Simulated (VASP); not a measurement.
# In (Fd-3m) in VASP: notebook

The runs below take In through single point, with LDA.

All numbers are computed with VASP 6.6.1; they aren't measurements. Logs are shortened: lines on timing, memory, paths and dates and some standing lists are left out, and cuts for length are marked.

### 1 The cell of the first run

It takes space group Fd-3m (No. 227, cubic). Conventional cell: a = 5.999 Å, b = 5.999 Å, c = 5.999 Å, α = 90.00°, β = 90.00°, γ = 90.00°. Within 3.4 Å of In (site symmetry -43m) lie 4 In at 2.60 Å.

This isn't the form of In at room conditions, which is tetragonal.

### 2 Single point, LDA (26.99 Å³/atom)

File INCAR:

```
PREC = Accurate ; ENCUT = 520
EDIFF = 1E-7 ; ISMEAR = -1
SIGMA = 0.05 ; LREAL = False
LASPH = True ; NELM = 100
ALGO = Normal ; ISIF = 2
LWAVE = False ; LCHARG = False
NBANDS = 20
```

File KPOINTS:

```
regular mesh
0
Gamma
  12 12 12
```

File POSCAR:

```
In
1.0
    0.0000000000      2.9996910017      2.9996910017
    2.9996910017      0.0000000000      2.9996910017
    2.9996910017      2.9996910017      0.0000000000
In
2
Direct
   -0.1250000000     -0.1250000000     -0.1250000000
    0.1250000000      0.1250000000      0.1250000000
```

Potentials or basis: VASP PAW LDA potentials, release 64 (In_d).

Started as:

```sh
cat potpaw_LDA.64/In_d/POTCAR > POTCAR
mpirun -np 1 vasp_std > vasp.out
```

OUTCAR:

```text
PREC = Accurate
   ENCUT = 520
   EDIFF = 1E-7
   ISMEAR = -1
   LREAL = False
   LASPH = True
   NELM = 100
   ISIF = 2

 ion  position               nearest neighbor table
   1  0.875  0.875  0.875-   2 2.60   2 2.60   2 2.60   2 2.60
   2  0.125  0.125  0.125-   1 2.60   1 2.60   1 2.60   1 2.60

  LATTYP: Found a face centered cubic cell.
 ALAT       =     5.9993820034

  Lattice vectors:

 A1 = (   0.0000000000,   2.9996910017,   2.9996910017)
 A2 = (   2.9996910017,   0.0000000000,   2.9996910017)
 A3 = (   2.9996910017,   2.9996910017,   0.0000000000)

Analysis of symmetry for initial positions (statically):
=====================================================================
 Subroutine PRICEL returns:
 Original cell was already a primitive cell.

 Routine SETGRP: Setting up the symmetry group for a
 face centered cubic supercell.

 Subroutine GETGRP returns: Found 48 space group operations
 (whereof 12 operations were pure point group operations)
 out of a pool of 48 trial point group operations.

The static configuration has the point symmetry D_3d.
 The point group associated with its full space group is O_h .

Analysis of symmetry for dynamics (positions and initial velocities):
=====================================================================
 Subroutine PRICEL returns:
 Original cell was already a primitive cell.

 Routine SETGRP: Setting up the symmetry group for a
 face centered cubic supercell.

 Subroutine GETGRP returns: Found 48 space group operations
 (whereof 12 operations were pure point group operations)
 out of a pool of 48 trial point group operations.

The dynamic configuration has the point symmetry D_3d.
 The point group associated with its full space group is O_h .

 Subroutine INISYM returns: Found 48 space group operations
 (whereof 12 operations are pure point group operations),
 and found     1 'primitive' translations

----------------------------------------------------------------------------------------

                                     Primitive cell

  volume of cell :      53.9833

  direct lattice vectors                    reciprocal lattice vectors
     0.000000000  2.999691002  2.999691002    -0.166683835  0.166683835  0.166683835
     2.999691002  0.000000000  2.999691002     0.166683835 -0.166683835  0.166683835
     2.999691002  2.999691002  0.000000000     0.166683835  0.166683835 -0.166683835

  length of vectors
     4.242203698  4.242203698  4.242203698     0.288704871  0.288704871  0.288704871

  position of ions in fractional coordinates (direct lattice)
     0.875000000  0.875000000  0.875000000
     0.125000000  0.125000000  0.125000000

  ion indices of the primitive-cell ions
   primitive index   ion index
                 1           1
                 2           2

----------------------------------------------------------------------------------------

 KPOINTS: regular mesh

Automatic generation of k-mesh.
 Grid dimensions read from file:
 generate k-points for:   12   12   12

 Generating k-lattice:

  Cartesian coordinates                     Fractional coordinates (reciprocal lattice)
    -0.013890320  0.013890320  0.013890320     0.083333333  0.000000000  0.000000000
     0.013890320 -0.013890320  0.013890320     0.000000000  0.083333333  0.000000000
     0.013890320  0.013890320 -0.013890320     0.000000000  0.000000000  0.083333333

  Length of vectors
     0.024058739  0.024058739  0.024058739

  Shift w.r.t. Gamma in fractional coordinates (k-lattice)
     0.000000000  0.000000000  0.000000000

 Subroutine IBZKPT returns following result:
 ===========================================

 Found     72 irreducible k-points:

 Following reciprocal coordinates:
            Coordinates               Weight
  0.000000  0.000000  0.000000      1.000000
  0.083333  0.000000  0.000000      8.000000
  0.166667  0.000000  0.000000      8.000000
  0.250000  0.000000  0.000000      8.000000
  0.333333  0.000000  0.000000      8.000000
  0.416667  0.000000  0.000000      8.000000
[... 16 lines left out ...]
  0.500000  0.166667  0.000000     24.000000
 -0.416667  0.166667  0.000000     24.000000
 [... further k-points ...]
   k-points           NKPTS =     72   k-points in BZ     NKDIM =     72   number of bands    NBANDS=     20
   number of dos      NEDOS =    301   number of ions     NIONS =      2
   total plane-waves  NPLWV =  32768
   dimension x,y,z NGX =    32 NGY =   32 NGZ =   32
   dimension x,y,z NGXF=    64 NGYF=   64 NGZF=   64
   ions per type =               2
   NGX,Y,Z   is equivalent  to a cutoff of  12.54, 12.54, 12.54 a.u.
   NGXF,Y,Z  is equivalent  to a cutoff of  25.08, 25.08, 25.08 a.u.
 SYSTEM =  unknown system
   PREC   = accura    normal or accurate (medium, high low for compatibility)
   ISTART =      0    job   : 0-new  1-cont  2-samecut
   ICHARG =      2    charge: 1-file 2-atom 10-const
   ISPIN  =      1    spin polarized calculation?
   LNONCOLLINEAR =      F non collinear calculations
   LSORBIT =      F    spin-orbit coupling
   LASPH  =      T    aspherical Exc in radial PAW
   ENCUT  =  520.0 eV  38.22 Ry    6.18 a.u.   7.89  7.89  7.89*2*pi/ulx,y,z
   NELM   =    100;   NELMIN=  2; NELMDL= -5     # of ELM steps
   EDIFF  = 0.1E-06   stopping-criterion for ELM
   LREAL  =      F    real-space projection
   EDIFFG = 0.1E-05   stopping-criterion for IOM
   NSW    =      0    number of steps for IOM
   IBRION =     -1    ionic relax: 0-MD 1-quasi-New 2-CG
   NFREE  =      0    steps in history (QN), initial steepest desc. (CG)
   ISIF   =      2    stress and relaxation
   ISYM   =      2    0-nonsym 1-usesym 2-fastsym
   POTIM  = 0.5000    time-step for ionic-motion
   TEBEG  =    0.0;   TEEND  =   0.0 temperature during run
   PSTRESS=    0.0 pullay stress
   NELECT =      26.0000    total number of electrons
   NUPDOWN=      -1.0000    fix difference up-down
   EMIN   =  10.00;   EMAX   =-10.00  energy-range for DOS
   EFERMI =   0.00;   METHOD = LEGACY
   ISMEAR =    -1;   SIGMA  =   0.05  broadening in eV -4-tet -1-fermi 0-gaus
   EFERMI_NEDOS =   21; number of points for ismear=-14 and -15
   IALGO  =     38    algorithm
   IMIX   =      4    mixing-type and parameters
     AMIX     =   0.40;   BMIX     =  1.00
     AMIX_MAG =   1.60;   BMIX_MAG =  1.00
  volume/ion in A,a.u.               =      26.99       182.15
  Fermi-wavevector in a.u.,A,eV,Ry     =   1.283254  2.424999 22.405283  1.646742
  Thomas-Fermi vector in A             =   2.415518
   LORBIT       =      0    0 simple, 1 ext, 2 COOP (PROOUT), +10 PAW based schemes
   GGA     = CA    functional components
   LHFCALC =     F    Hartree Fock is set to
   AEXX    =    0.0000 exact exchange contribution
   IVDW    =     0    specifies the selected vdW correction
   LEPSILON=     F    determine dielectric tensor
   LRPA    =     F    only Hartree local field effects (RPA)
 non-spin polarized calculation
  energy-cutoff  :      520.00
  volume of cell :       53.98
 maximum number of plane-waves:      1475
   NGX = 15   NGY = 15   NGZ = 15

 number of electron      25.9999994 magnetization

 Free energy of the ion-electron system (eV)
  ---------------------------------------------------
  ext. energy  EPLUGINS =         0.00000000
  ---------------------------------------------------
  free energy    TOTEN  =        -5.23944158 eV

  energy without entropy =       -5.22836262  energy(sigma->0) =       -5.23390210

 E-fermi :   6.3547     XC(G=0): -10.0965

 val. band max:        6.3325837609   @ k =  -0.1667   0.1667   0.0000
 cond. band min:       6.3696158157   @ k =   0.4167   0.1667   0.0833
 fundamental gap:      0.0370320548
 Fermi energy:         6.3547483973

 k-point     1 :       0.0000    0.0000    0.0000
  band No.  band energies     occupation
      1      -8.7385      2.00000
      2      -8.7385      2.00000
      3      -8.7385      2.00000
      4      -8.6305      2.00000
      5      -8.6305      2.00000
      6      -7.7825      2.00000
[... 12 lines left out ...]
     19      13.4104      0.00000
     20      16.4053      0.00000

 k-point     2 :       0.0833    0.0000    0.0000
  band No.  band energies     occupation
      1      -8.7597      2.00000
      2      -8.7597      2.00000
      3      -8.7356      2.00000
      4      -8.6015      2.00000
      5      -8.6015      2.00000
      6      -7.7945      2.00000
[... 12 lines left out ...]
     19      14.0056      0.00000
     20      15.9706      0.00000

 k-point     3 :       0.1667    0.0000    0.0000
  band No.  band energies     occupation
      1      -8.7914      2.00000
      2      -8.7914      2.00000
      3      -8.7276      2.00000
      4      -8.5501      2.00000
      5      -8.5501      2.00000
      6      -7.8196      2.00000
[... 12 lines left out ...]
     19      14.6983      0.00000
     20      15.5513      0.00000

 k-point     4 :       0.2500    0.0000    0.0000
  band No.  band energies     occupation
      1      -8.8130      2.00000
      2      -8.8130      2.00000
      3      -8.7170      2.00000
      4      -8.5058      2.00000
      5      -8.5058      2.00000
      6      -7.8472      2.00000
[... 12 lines left out ...]
     19      14.9580      0.00000
     20      15.6908      0.00000

 k-point     5 :       0.3333    0.0000    0.0000
  band No.  band energies     occupation
      1      -8.8226      2.00000
      2      -8.8226      2.00000
      3      -8.7065      2.00000
      4      -8.4795      2.00000
      5      -8.4795      2.00000
      6      -7.8798      2.00000
[... 12 lines left out ...]
     19      16.2429      0.00000
     20      16.4320      0.00000
[... 353 lines left out ...]
      6      -8.1033      2.00000
[... 12 lines left out ...]
     19      16.2346      0.00000
     20      17.4520      0.00000

 k-point    22 :       0.4167    0.1667    0.0000
  band No.  band energies     occupation
      1      -8.8860      2.00000
      2      -8.8212      2.00000
      3      -8.6827      2.00000
      4      -8.4360      2.00000
      5      -8.3472      2.00000
      6      -8.1053      2.00000
[... 12 lines left out ...]
     19      16.0394      0.00000
     20      18.3598      0.00000

 k-point    23 :       0.5000    0.1667    0.0000
  band No.  band energies     occupation
      1      -8.8982      2.00000
      2      -8.8366      2.00000
      3      -8.6424      2.00000
      4      -8.4010      2.00000
      5      -8.3694      2.00000
      6      -8.0747      2.00000
[... 12 lines left out ...]
     19      16.0829      0.00000
     20      18.3589      0.00000

 k-point    24 :      -0.4167    0.1667    0.0000
  band No.  band energies     occupation
      1      -8.8966      2.00000
      2      -8.8513      2.00000
      3      -8.6158      2.00000
      4      -8.4125      2.00000
      5      -8.3719      2.00000
      6      -8.0287      2.00000
[... 12 lines left out ...]
     19      16.7383      0.00000
     20      17.1837      0.00000

 [... further k-points ...]

------------------------ aborting loop because EDIFF is reached ----------------------------------------

  FORCE on cell =-STRESS in cart. coord.  units (eV):
  Direction    XX          YY          ZZ          XY          YZ          ZX
  --------------------------------------------------------------------------------------
  -------------------------------------------------------------------------------------
  Total        4.3793082      4.3793082      4.3793082     -0.0000000      0.0000000      0.0000000
  in kB      129.9740159    129.9740159    129.9740159     -0.0000000      0.0000000      0.0000000
  external PRESSURE =     129.9740159 kB  Pullay stress =       0.0000000 kB

 VOLUME and BASIS-vectors are now :
 -----------------------------------------------------------------------------
  energy-cutoff  :      520.00
  volume of cell :       53.98
      direct lattice vectors                 reciprocal lattice vectors
     0.000000000  2.999691002  2.999691002    -0.166683835  0.166683835  0.166683835
     2.999691002  0.000000000  2.999691002     0.166683835 -0.166683835  0.166683835
     2.999691002  2.999691002  0.000000000     0.166683835  0.166683835 -0.166683835

 POSITION                                       TOTAL-FORCE (eV/Angst)
 -----------------------------------------------------------------------------------
      5.24946      5.24946      5.24946         0.000000     -0.000000     -0.000000
      0.74992      0.74992      0.74992        -0.000000      0.000000      0.000000
 -----------------------------------------------------------------------------------
    total drift:                                0.000000      0.000000     -0.000000

  FREE ENERGIE OF THE ION-ELECTRON SYSTEM (eV)
  ---------------------------------------------------
  free  energy   TOTEN  =        -5.2394415757 eV

  energy  without entropy=       -5.2283626175  energy(sigma->0) =       -5.23390210
```

Wall time 58 s (1 thread of Intel Xeon 8259CL, shared host); peak memory 0.19 GiB.

Results:

```yaml
Free_energy: -5.2394 eV
Pressure: 13.0 GPa
Band_gap_on_the_k_mesh: zero (bands 13 and 14 overlap by 5.10 eV)
```

Levels at points of the mesh, in eV from the Fermi level:
```csv
k point,band 9,band 10,band 11,band 12,band 13,band 14,band 15,band 16,band 17,band 18
"(0.00, 0.00, 0.00)",-13.97,-13.97,-9.61,3.38,3.38,3.38,4.91,4.91,4.91,4.99
"(0.50, 0.00, 0.00)",-13.92,-13.92,-7.05,-4.79,1.44,1.44,3.89,5.90,5.90,6.92
"(0.50, 0.50, 0.00)",-13.86,-13.86,-5.32,-5.32,-0.70,-0.70,2.95,2.95,12.44,12.44
```

Caveat: the cell stands under pressure; spin-orbit coupling is left out, which moves the levels of the heavy elements.

### 3 Single point, LDA (26.99 Å³/atom)

File INCAR:

```
SYSTEM = In
PREC = Accurate
ENCUT = 520
EDIFF = 1E-7
ISMEAR = -1
SIGMA = 0.05
LREAL = .FALSE.
LASPH = .TRUE.
NELM = 60
ALGO = Normal
ISIF = 2
LWAVE = .FALSE.
LCHARG = .TRUE.
GGA = CA
LELF = .TRUE.
LVHAR = .TRUE.
NBANDS = 20
```

File KPOINTS:

```
Automatic mesh
0
G
  12 12 12
  0 0 0
```

POSCAR is that of step 2.

Potentials or basis: VASP PAW LDA potentials, release 64 (In_d).

Started as:

```sh
cat potpaw_LDA.64/In_d/POTCAR > POTCAR
mpirun -np 1 vasp_std > vasp.out
```

Wall time 66 s (1 thread of Intel Xeon 8259CL, shared host); peak memory 0.19 GiB.

It converged, with:

```
Free energy            : -5.2394 eV
Pressure               : 13.0 GPa
Band gap on the k mesh : zero (bands 13 and 14 overlap by 5.10 eV)
```

Levels at points of the mesh, in eV from the Fermi level:
| k point | band 9 | band 10 | band 11 | band 12 | band 13 | band 14 | band 15 | band 16 | band 17 | band 18 |
| --- | --- | --- | --- | --- | --- | --- | --- | --- | --- | --- |
| (0.00, 0.00, 0.00) | -13.97 | -13.97 | -9.61 | 3.38 | 3.38 | 3.38 | 4.91 | 4.91 | 4.91 | 4.99 |
| (0.50, 0.00, 0.00) | -13.92 | -13.92 | -7.05 | -4.79 | 1.44 | 1.44 | 3.89 | 5.90 | 5.90 | 6.92 |
| (0.50, 0.50, 0.00) | -13.86 | -13.86 | -5.32 | -5.32 | -0.70 | -0.70 | 2.95 | 2.95 | 12.44 | 12.44 |

Caveat: the cell stands under pressure; spin-orbit coupling is left out, which moves the levels of the heavy elements.

[end of part 1 of 2]
